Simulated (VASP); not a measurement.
Runs of VASP 6.6.1 on HfO2. The structure is that of space group Fm-3m (No. 225), or close to it. The cells are those of the table. 

```csv
cell,gap on the mesh (eV),pressure (GPa)
"a = 3.543 Å, angles 60.0°, 3 atoms",3.76,(a)
"a = 3.568 Å, angles 60.0°, 3 atoms",3.71,-4.0
"a = 3.641 Å, angles 60.0°, 3 atoms",3.55,(b)
"a = 3.664 Å, angles 60.0°, 3 atoms",3.50,-21.2
"a = 3.688 Å, angles 60.0°, 3 atoms",3.45,-24.4
"a = 3.593 Å, angles 60.0°, 3 atoms",3.65,-9.1
"a = 3.617 Å, angles 60.0°, 3 atoms",3.60,-13.5
```

Alike in all rows: task single point; level PBEsol; potentials or basis VASP PAW PBE potentials, release 64 (Hf_pv, O); no spin polarisation; k mesh 6 × 6 × 6; cutoff (eV) 520; smearing gaussian 0.01 eV.

Problem. Fill in the values left out.

Solution. (a) 1.6; (b) -17.6.

Caveats: the PAW data sets were made with another functional, which shifts forces and pressure a little; spin-orbit coupling is left out, which moves the levels of the heavy elements.

A k mesh can miss the band edges, and the runs leave out spin-orbit coupling on Hf.
